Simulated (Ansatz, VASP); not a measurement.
Ta2N in VASP and in Ansatz

```
Ta N
1.0
     5.23241    0.00000    0.00000
    -2.61620    4.53140    0.00000
     0.00000    0.00000    4.87680
Ta N
6 3
Cartesian
  1.7444 3.0213 3.6713
  -0.8718 1.5101 3.6713
  1.7437 0.0000 3.6713
  0.8718 1.5101 1.2055
  -1.7444 3.0213 1.2055
  3.4887 0.0000 1.2055
  2.6162 1.5105 2.4384
  0.0000 3.0209 2.4384
  0.0000 0.0000 0.0000
```

Alike in both runs: functional LDA; k mesh 6 × 6 × 4; occupations gaussian, width 0.1 eV; no spin polarisation.

Ansatz relaxed the structure, and its values are those at the end. VASP's run is a single point on that final structure, the one shown.

|  | VASP | Ansatz |
| --- | --- | --- |
| version | VASP 6.6.1 | Ansatz 0.2.0 |
| potentials or method | VASP PAW LDA potentials, release 64 (Ta_pv, N), cutoff 520 eV | scalar-relativistic, plane waves, PAW |
| valence electrons in the cell | 81 | 93 |

```tsv
	VASP	Ansatz	Ansatz less VASP
gap on the k mesh at the Fermi level (eV)	none	none	-
pressure (GPa)	1.5	-0.1	-1.59
rms of the force components (eV/Å)	0.013	0.010	-0.0028
```

Ansatz warns that its potentials were made for another functional, while VASP's fit it. LDA's correlation is that of Perdew and Zunger in VASP and of Perdew and Wang (1992) in Ansatz. A gap of «none» marks a metal or a gap that the smearing closes. VASP's potentials hold 81 valence electrons a cell and Ansatz's 93, so a difference there can come from the potentials and not from the codes.

Neither program's run includes spin-orbit coupling.
